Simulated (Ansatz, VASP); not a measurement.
Mg3ZnC: VASP beside Ansatz

```
CELL_PARAMETERS angstrom
-2.17796 2.17796 4.63699
2.17796 -2.17796 4.63699
2.17796 2.17796 -4.63699
ATOMIC_POSITIONS crystal
Mg 0.93875 0.43875 0.50000
Mg 0.43875 0.93875 0.50000
Mg 0.66611 0.66611 0.00000
Zn 0.20615 0.20615 0.00000
C 0.43084 0.43084 0.00000
```

Alike in both runs: functional PBE; k mesh 6 × 6 × 6; occupations gaussian, width 0.1 eV; no spin polarisation.

Ansatz relaxed the structure, and its values are those at the end. VASP's run is a single point on that final structure, the one shown.

```csv
,VASP,Ansatz
version,VASP 6.6.1,Ansatz 0.2.0
potentials or method,"VASP PAW PBE potentials, release 64 (Mg, Zn, C), cutoff 520 eV","scalar-relativistic, plane waves, PAW"
valence electrons in the cell,22,46
```

```tsv
	VASP	Ansatz	Ansatz less VASP
gap on the k mesh at the Fermi level (eV)	none	none	-
pressure (GPa)	0.1	0.1	+0.06
rms of the force components (eV/Å)	0.014	0.003	-0.0117
```

A gap of «none» marks a metal or a gap that the smearing closes. VASP's potentials hold 22 valence electrons a cell and Ansatz's 46, so a difference there can come from the potentials and not from the codes.
